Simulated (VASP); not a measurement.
Here is a VASP 6.6.1 calculation.

File INCAR:

```
PREC = Accurate
ENCUT = 520
EDIFF = 1E-6
ISMEAR = 0
SIGMA = 0.15
LREAL = F
LASPH = T
NELM = 80
ALGO = Fast
ISIF = 2
LWAVE = F
LCHARG = F
GGA = PS
NBANDS = 66
```

Contents of KPOINTS:

```
regular mesh
0
Gamma
  12 12 5
```

Contents of POSCAR:

```
Ge
1.0
   -2.6120665640     -2.8511133374      0.0000000000
    2.6120665640     -2.8511133374      0.0000000000
    0.0000000000      0.0000000000     11.8733758587
Ge
8
Direct
    0.0000000000      0.0000000000      0.3227828259
    0.5000000000      0.5000000000      0.7385607806
    0.0000000000      0.0000000000      0.6947921403
    0.5000000000      0.5000000000      0.2790141856
    0.2272617333      0.2272617333      0.0930095285
    0.7272617333      0.7272617333      0.5087874831
    0.7727382667      0.7727382667      0.0930095285
    0.2727382667      0.2727382667      0.5087874831
```

Potentials or basis: VASP PAW PBE potentials, release 64 (Ge_d).

Launch:

```bash
$ cat potpaw_PBE.64/Ge_d/POTCAR > POTCAR
$ mpirun -np 1 vasp_std > vasp.out
```

Estimate the largest force.

0.604 eV/Å.

What does it give for the band gap on the k mesh?

Zero (bands 56 and 57 overlap by 2.76 eV).

What does it give for the pressure?

-2.0 GPa.

Stress tensor (GPa, compression positive):
```
-0.78  0.00  0.00
 0.00 -2.91  0.00
 0.00  0.00 -2.32
```

Caveat: the cell differs from its parent crystal (the distance across one plane changed); the PAW data sets were made with another functional, which shifts forces and pressure a little.
